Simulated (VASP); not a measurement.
Set up this calculation in VASP 6.6.1, as the native input.

| Quantity | Value |
| --- | --- |
| Task | single point |
| Functional | r2SCAN |
| Potentials or basis | VASP PAW PBE potentials, release 64 (Au) |
| Cutoff | 520 eV |
| k mesh | 8 × 8 × 8 |
| Occupations | gaussian, width 0.1 eV |
| Spin | no spin polarisation |
| Dipole correction | no |
| Further INCAR settings | ALGO = Normal; EDIFF = 1e-06; NBANDS = 12 |

The system is Au.

```
Au
1.0
     0.00000    2.08564    2.08564
     2.08564    0.00000    2.08564
     2.08564    2.08564    0.00000
Au
1
Direct
  0.00000 0.00000 0.00000
```

One way to write it, as run:

POSCAR

```
Au
1.0
    0.0000000000      2.0856442700      2.0856442700
    2.0856442700      0.0000000000      2.0856442700
    2.0856442700      2.0856442700      0.0000000000
Au
1
Direct
    0.0000000000      0.0000000000      0.0000000000
```

INCAR.step1

```
SYSTEM = Au
PREC = Accurate ; ENCUT = 520
ISMEAR = 0 ; SIGMA = 0.1
LREAL = .FALSE. ; LASPH = .TRUE.
NELM = 100 ; NBANDS = 12
GGA = PE ; ALGO = Normal
EDIFF = 1E-4 ; LWAVE = .TRUE.
LCHARG = .FALSE.
```

INCAR.step2

```
SYSTEM = Au
PREC = Accurate ; ENCUT = 520
EDIFF = 1E-6 ; ISMEAR = 0
SIGMA = 0.1 ; LREAL = .FALSE.
LASPH = .TRUE. ; NELM = 100
ALGO = Normal ; ISIF = 2
LWAVE = .FALSE. ; LCHARG = .TRUE.
METAGGA = R2SCAN ; LMIXTAU = .TRUE.
LELF = .TRUE. ; LVHAR = .TRUE.
NBANDS = 12 ; ISTART = 1
```

KPOINTS

```
regular mesh
0
G
  8 8 8
  0 0 0
```

Potentials or basis: VASP PAW PBE potentials, release 64 (Au).

Command:

```bash
$ cat potpaw_PBE.64/Au/POTCAR > POTCAR
$ cp INCAR.step1 INCAR
$ mpirun -np 1 vasp_std > vasp.out
$ cp INCAR.step2 INCAR
$ mpirun -np 1 vasp_std > vasp.out
```

Results of the run:

- Pressure: -3.9 GPa
- Band gap on the k mesh: zero (an odd number of electrons rules out a gap without spin polarisation)

Caveat: the cell stands under tension; the PAW data sets were made with another functional, which shifts forces and pressure a little; spin-orbit coupling is left out, which moves the levels of the heavy elements.

Wall time 31 s on 1 thread of Intel Xeon 8259CL (shared host), peak memory 0.15 GiB.
